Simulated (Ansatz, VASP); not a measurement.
## RbTi: VASP beside Ansatz

```
Rb Ti
1.0
     3.97949    0.00000    0.00000
     0.00000    3.97949    0.00000
     0.00000    0.00000    3.97949
Rb Ti
1 1
Direct
  0.00000 0.00000 0.00000
  0.50000 0.50000 0.50000
```

Change from the starting cell: volume scaled by 0.98.

Alike in both runs: task single point; functional PBEsol; k mesh 10 × 10 × 10; occupations fermi-dirac, width 0.03 eV; no spin polarisation.

|  | VASP | Ansatz |
| --- | --- | --- |
| version | VASP 6.6.1 | Ansatz 0.2.0 |
| potentials or method | VASP PAW PBE potentials, release 64 (Rb_sv, Ti_sv), cutoff 520 eV | all-electron LAPW, scalar-relativistic |

|  | VASP | Ansatz | Ansatz less VASP |
| --- | --- | --- | --- |
| pressure (GPa) | 0.4 | 0.4 | -0.04 |

VASP's potentials were made for PBE, not for PBEsol. Ansatz ran all-electron here, and VASP with PAW potentials.
